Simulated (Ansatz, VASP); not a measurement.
## BiTe: VASP beside Ansatz

```
CELL_PARAMETERS angstrom
0.00000 3.23500 3.23500
3.23500 0.00000 3.23500
3.23500 3.23500 0.00000
ATOMIC_POSITIONS crystal
Bi 0.01546 0.98454 0.98454
Te 0.50000 0.50000 0.50000
```

Change from the starting cell: all Bi atoms moved -0.100 Å, as atom 1 along Cartesian [1 0 0].

Alike in both runs: task single point; functional PBEsol; k mesh 14 × 14 × 14; occupations gaussian, width 0.15 eV; no spin polarisation.

```csv
,VASP,Ansatz
version,VASP 6.6.1,Ansatz 0.2.0
potentials or method,"VASP PAW PBE potentials, release 64 (Bi_d, Te), cutoff 520 eV","scalar-relativistic, plane waves, PAW"
valence electrons in the cell,21,31
```

|  | VASP | Ansatz | Ansatz less VASP |
| --- | --- | --- | --- |
| gap on the k mesh at the Fermi level (eV) | none | none | - |
| pressure (GPa) | -1.6 | -1.5 | +0.02 |
| traceless stress, the component that is largest in VASP (GPa) | 0.16 | 0.16 | -0.002 |
| rms of the force components (eV/Å) | 0.135 | 0.134 | -0.0011 |

VASP's potentials were made for PBE, not for PBEsol. Atom by atom the forces differ by 0.001 eV/Å (rms over components). A gap of «none» marks a metal or a gap that the smearing closes. VASP's potentials hold 21 valence electrons a cell and Ansatz's 31, so a difference there can come from the potentials and not from the codes.

Spin-orbit coupling is off throughout.
